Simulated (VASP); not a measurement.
# Ga4As3P (I-42m) in VASP: relaxation of cell and atoms with PBE

Aim: the relaxation of cell and atoms of Ga4As3P with PBE.

All numbers are computed with VASP 6.6.1; they aren't measurements. Logs are shortened: lines on timing, memory, paths and dates and some standing lists are left out, and cuts for length are marked.

### 1 The cell of the first run

The structure is tetragonal, space group I-42m (No. 121). The conventional cell has a = 5.600 Å, b = 5.600 Å, c = 11.200 Å, α = 90.00°, β = 90.00°, γ = 90.00°. Ga (site symmetry m) has 1 P at 2.38 Å and 3 As at 2.44 Å within 3.1 Å. P (site symmetry -42m) has 4 Ga at 2.38 Å within 3.1 Å. Within 3.2 Å of As (site symmetry -4) lie 4 Ga at 2.44 Å. Within 3.2 Å of As (site symmetry -42m) lie 4 Ga at 2.44 Å.

### 2 Relaxation of cell and atoms, PBE

INCAR

```
PREC     = Accurate       # precision mode
ENCUT    = 510            # plane-wave cutoff, eV
EDIFF    = 1E-7           # SCF threshold, eV
ISMEAR   = 0              # smearing method
SIGMA    = 0.2            # smearing width, eV
LREAL    = F              # projectors in reciprocal space
LASPH    = T              # aspherical terms in the spheres
NELM     = 120            # most SCF steps
ALGO     = Normal         # electronic algorithm
ISIF     = 3              # what is computed and relaxed
LWAVE    = F              # write WAVECAR
LCHARG   = F              # write CHGCAR
GGA      = PE             # functional
IBRION   = 2              # ionic algorithm
NSW      = 36             # ionic steps
EDIFFG   = -0.08          # ionic threshold
GGA_COMPAT= F            
NELMIN   = 4
```

KPOINTS

```
Automatic mesh
0
Gamma
  4 4 4
```

POSCAR

```
Ga4As3P
1.0
   -2.8000000000      2.8000000000      5.6000000000
    2.8000000000     -2.8000000000      5.6000000000
    2.8000000000      2.8000000000     -5.6000000000
Ga P As
4 1 3
Direct
    0.1220000000      0.1220000000      0.4900000000
    0.6320000000      0.6320000000      0.5100000000
    0.3680000000      0.8780000000      0.0000000000
    0.8780000000      0.3680000000      0.0000000000
    0.0000000000      0.0000000000      0.0000000000
    0.2500000000      0.7500000000      0.5000000000
    0.7500000000      0.2500000000      0.5000000000
    0.5000000000      0.5000000000      0.0000000000
```

Potentials or basis: VASP PAW PBE potentials, release 64 (Ga_d, P, As_d).

Launch:

```
$ cat potpaw_PBE.64/Ga_d/POTCAR potpaw_PBE.64/P/POTCAR potpaw_PBE.64/As_d/POTCAR > POTCAR
$ mpirun -np 1 vasp_std > vasp.out
```

OUTCAR:

```text
PREC = Accurate
   ENCUT = 510
   EDIFF = 1E-7
   ISMEAR = 0
   LREAL = F
   LASPH = T
   NELM = 120
   ISIF = 3
   GGA = PE
   IBRION = 2
   NSW = 36
   EDIFFG = -0.08
   NELMIN = 4

 ion  position               nearest neighbor table
   1  0.122  0.122  0.490-   5 2.38   6 2.44   7 2.44   8 2.44
   2  0.632  0.632  0.510-   5 2.38   6 2.44   7 2.44   8 2.44
   3  0.368  0.878  0.000-   5 2.38   6 2.44   7 2.44   8 2.44
   4  0.878  0.368  0.000-   5 2.38   7 2.44   6 2.44   8 2.44
   5  0.000  0.000  0.000-   1 2.38   2 2.38   3 2.38   4 2.38
   6  0.250  0.750  0.500-   1 2.44   2 2.44   3 2.44   4 2.44
   7  0.750  0.250  0.500-   1 2.44   2 2.44   4 2.44   3 2.44
   8  0.500  0.500  0.000-   2 2.44   3 2.44   4 2.44   1 2.44

  LATTYP: Found a body centered tetragonal cell.
 ALAT       =     5.6000000000
 C/A-ratio  =     2.0000000000

  Lattice vectors:

 A1 = (  -2.8000000000,   2.8000000000,   5.6000000000)
 A2 = (   2.8000000000,  -2.8000000000,   5.6000000000)
 A3 = (   2.8000000000,   2.8000000000,  -5.6000000000)

Analysis of symmetry for initial positions (statically):
=====================================================================
 Subroutine PRICEL returns:
 Original cell was already a primitive cell.

 Routine SETGRP: Setting up the symmetry group for a
 body centered tetragonal supercell.

 Subroutine GETGRP returns: Found  8 space group operations
 (whereof  8 operations were pure point group operations)
 out of a pool of 16 trial point group operations.

The static configuration has the point symmetry D_2d.

Analysis of symmetry for dynamics (positions and initial velocities):
=====================================================================
 Subroutine PRICEL returns:
 Original cell was already a primitive cell.

 Routine SETGRP: Setting up the symmetry group for a
 body centered tetragonal supercell.

 Subroutine GETGRP returns: Found  8 space group operations
 (whereof  8 operations were pure point group operations)
 out of a pool of 16 trial point group operations.

The dynamic configuration has the point symmetry D_2d.

 Subroutine INISYM returns: Found  8 space group operations
 (whereof  8 operations are pure point group operations),
 and found     1 'primitive' translations

----------------------------------------------------------------------------------------

                                     Primitive cell
[... 80 lines left out ...]
   NGXF,Y,Z  is equivalent  to a cutoff of  26.18, 26.18, 26.18 a.u.
 SYSTEM =  unknown system
   PREC   = accura    normal or accurate (medium, high low for compatibility)
   ISTART =      0    job   : 0-new  1-cont  2-samecut
   ICHARG =      2    charge: 1-file 2-atom 10-const
   ISPIN  =      1    spin polarized calculation?
   LNONCOLLINEAR =      F non collinear calculations
   LSORBIT =      F    spin-orbit coupling
   LASPH  =      T    aspherical Exc in radial PAW
   ENCUT  =  510.0 eV  37.48 Ry    6.12 a.u.  12.63 12.63 12.63*2*pi/ulx,y,z
   NELM   =    120;   NELMIN=  4; NELMDL= -5     # of ELM steps
   EDIFF  = 0.1E-06   stopping-criterion for ELM
   LREAL  =      F    real-space projection
   EDIFFG = -.8E-01   stopping-criterion for IOM
   NSW    =     36    number of steps for IOM
   IBRION =      2    ionic relax: 0-MD 1-quasi-New 2-CG
   NFREE  =      1    steps in history (QN), initial steepest desc. (CG)
   ISIF   =      3    stress and relaxation
   ISYM   =      2    0-nonsym 1-usesym 2-fastsym
   POTIM  = 0.5000    time-step for ionic-motion
   TEBEG  =    0.0;   TEEND  =   0.0 temperature during run
   PSTRESS=    0.0 pullay stress
   NELECT =     102.0000    total number of electrons
   NUPDOWN=      -1.0000    fix difference up-down
   EMIN   =  10.00;   EMAX   =-10.00  energy-range for DOS
   EFERMI =   0.00;   METHOD = LEGACY
   ISMEAR =     0;   SIGMA  =   0.20  broadening in eV -4-tet -1-fermi 0-gaus
   EFERMI_NEDOS =   21; number of points for ismear=-14 and -15
   IALGO  =     38    algorithm
   IMIX   =      4    mixing-type and parameters
     AMIX     =   0.40;   BMIX     =  1.00
     AMIX_MAG =   1.60;   BMIX_MAG =  1.00
  volume/ion in A,a.u.               =      21.95       148.14
  Fermi-wavevector in a.u.,A,eV,Ry     =   1.365904  2.581184 25.384306  1.865694
  Thomas-Fermi vector in A             =   2.492092
   LORBIT       =      0    0 simple, 1 ext, 2 COOP (PROOUT), +10 PAW based schemes
   GGA     = PE    functional components
   LHFCALC =     F    Hartree Fock is set to
   AEXX    =    0.0000 exact exchange contribution
   IVDW    =     0    specifies the selected vdW correction
   LEPSILON=     F    determine dielectric tensor
   LRPA    =     F    only Hartree local field effects (RPA)
 conjugate gradient relaxation of ions
 non-spin polarized calculation
 Gauss-broadening in eV      SIGMA  =   0.20
  energy-cutoff  :      510.00
  volume of cell :      175.62
 maximum number of plane-waves:      4672
 NGX is ok and might be reduce to    54
   NGX = 25   NGY = 25   NGZ = 25

--------------------------------------- Ionic step        1  -------------------------------------------

 number of electron     102.0000027 magnetization

 Free energy of the ion-electron system (eV)
  ---------------------------------------------------
  ext. energy  EPLUGINS =         0.00000000
  ---------------------------------------------------
  free energy    TOTEN  =       -33.86077883 eV

  energy without entropy =      -33.86070517  energy(sigma->0) =      -33.86074200

------------------------ aborting loop because EDIFF is reached ----------------------------------------

  FORCE on cell =-STRESS in cart. coord.  units (eV):
  Direction    XX          YY          ZZ          XY          YZ          ZX
  --------------------------------------------------------------------------------------
  -------------------------------------------------------------------------------------
  Total        3.5313521      3.5313521      3.4922356      0.0000000     -0.0000000      0.0000000
  in kB       32.2171797     32.2171797     31.8603127      0.0000000     -0.0000000      0.0000000
  external PRESSURE =      32.0982240 kB  Pullay stress =       0.0000000 kB
[... 113 lines left out ...]
--------------------------------------- Ionic step        4  -------------------------------------------

 number of electron     102.0000016 magnetization

 Free energy of the ion-electron system (eV)
  ---------------------------------------------------
  ext. energy  EPLUGINS =         0.00000000
  ---------------------------------------------------
  free energy    TOTEN  =       -33.94136819 eV

  energy without entropy =      -33.94008671  energy(sigma->0) =      -33.94072745

 E-fermi :   3.3929     XC(G=0):  -9.6977

 val. band max:        3.1089760943   @ k =   0.0000   0.0000   0.0000
 cond. band min:       3.6048126889   @ k =   0.0000   0.0000   0.0000
 fundamental gap:      0.4958365946
 Fermi energy:         3.3929171089

 k-point     1 :       0.0000    0.0000    0.0000
  band No.  band energies     occupation
      1     -31.9171      2.00000
      2     -31.9127      2.00000
      3     -31.9127      2.00000
      4     -31.9083      2.00000
      5     -31.9037      2.00000
      6     -31.8909      2.00000
[... 856 lines left out ...]
  FREE ENERGIE OF THE ION-ELECTRON SYSTEM (eV)
  ---------------------------------------------------
  free  energy   TOTEN  =       -33.9413681916 eV

  energy  without entropy=      -33.9400867073  energy(sigma->0) =      -33.94072745

 reached required accuracy - stopping structural energy minimisation
```

OSZICAR:

```text
N       E                     dE             d eps       ncg     rms          rms(c)
DAV:   1     0.116318595798E+04    0.11632E+04   -0.43016E+04  2237   0.643E+03
DAV:   2     0.231388715315E+03   -0.93180E+03   -0.89835E+03  1594   0.141E+03
[... 44 lines left out ...]
DAV:   2    -0.339413935607E+02   -0.44300E-03   -0.50600E-03  2192   0.375E-01    0.367E-02
DAV:   3    -0.339413714201E+02    0.22141E-04   -0.12695E-04  2223   0.826E-02    0.168E-02
DAV:   4    -0.339413671153E+02    0.43048E-05   -0.24913E-05  2141   0.272E-02    0.706E-03
DAV:   5    -0.339413677219E+02   -0.60655E-06   -0.21151E-06  1957   0.112E-02    0.389E-03
DAV:   6    -0.339413680947E+02   -0.37285E-06   -0.47345E-07  1546   0.489E-03    0.133E-03
DAV:   7    -0.339413681916E+02   -0.96843E-07   -0.46445E-08  1003   0.168E-03
   4 F= -.33941368E+02 E0= -.33940727E+02  d E =-.940672E-03
```

CONTCAR:

```text
Ga4As3P
   1.00000000000000
    -2.8425778786235396    2.8425778786235396    5.6833527299168640
     2.8425778786235396   -2.8425778786235396    5.6833527299168640
     2.8425778786235396    2.8425778786235396   -5.6833527299168640
  Ga              P               As
     4     1     3
Direct
     0.1211872232336150    0.1211872232336150    0.4878505447739495
     0.6333366784596656    0.6333366784596656    0.5121494552260505
     0.3666633215403344    0.8788127767663850    0.0000000000000000
     0.8788127767663850    0.3666633215403344    0.0000000000000000
     0.0000000000000000    1.0000000000000000    0.0000000000000000
     0.2500000000000000    0.7500000000000000    0.5000000000000000
     0.7500000000000000    0.2500000000000000    0.5000000000000000
     0.5000000000000000    0.5000000000000000    0.0000000000000000

  0.00000000E+00  0.00000000E+00  0.00000000E+00
  0.00000000E+00  0.00000000E+00  0.00000000E+00
  0.00000000E+00  0.00000000E+00  0.00000000E+00
  0.00000000E+00  0.00000000E+00  0.00000000E+00
  0.00000000E+00  0.00000000E+00  0.00000000E+00
  0.00000000E+00  0.00000000E+00  0.00000000E+00
  0.00000000E+00  0.00000000E+00  0.00000000E+00
  0.00000000E+00  0.00000000E+00  0.00000000E+00
```

Wall time 19 min (1 thread of Intel Xeon Platinum 8175M at 2.50GHz (Skylake/Cascade Lake), shared host); peak memory 0.48 GiB.

What came out:

```yaml
Free_energy: -33.9414 eV
Relaxed_volume: 22.96 Å³/atom
Relaxed_cell: a = 6.961 Å, b = 6.961 Å, c = 6.961 Å, α = 131.80°, β = 131.80°, γ = 70.55°
Space_group_after_relaxing_to_0.1_Å: I-42m (No. 121)
Energy_gained_by_relaxing: 10.1 meV/atom
Ionic_steps: 4
Pressure_after_relaxing: 0.0 GPa
Largest_force_after_relaxing: 0.044 eV/Å
Band_gap_on_the_k_mesh: 0.50 eV
```

Forces in eV/Å, atoms in the order of the input:
```
Ga  -0.031 -0.031  0.007
Ga   0.031  0.031  0.007
Ga   0.031 -0.031 -0.007
Ga  -0.031  0.031 -0.007
P    0.000  0.000  0.000
As   0.000  0.000  0.000
As   0.000  0.000  0.000
As   0.000  0.000  0.000
```

The path:
```csv
step,energy change (eV),largest force (eV/Å),pressure (GPa),volume (Å³)
1,0.0000,0.1536,3.21,175.62
2,-0.0682,0.0569,-1.11,187.03
3,-0.0796,0.0810,-0.03,183.75
4,-0.0806,0.0442,-0.02,183.69
```

Final structure:
```
Ga P As
1.0
    -2.84258    2.84258    5.68335
     2.84258   -2.84258    5.68335
     2.84258    2.84258   -5.68335
Ga P As
4 1 3
Direct
  0.12119 0.12119 0.48785
  0.63334 0.63334 0.51215
  0.36666 0.87881 0.00000
  0.87881 0.36666 0.00000
  0.00000 0.00000 0.00000
  0.25000 0.75000 0.50000
  0.75000 0.25000 0.50000
  0.50000 0.50000 0.00000
```

Caveat: semilocal functionals underestimate gaps, and a narrow one can read as zero; the relaxation stopped at a loose force limit of 0.08 eV/Å, so its end isn't a converged minimum.
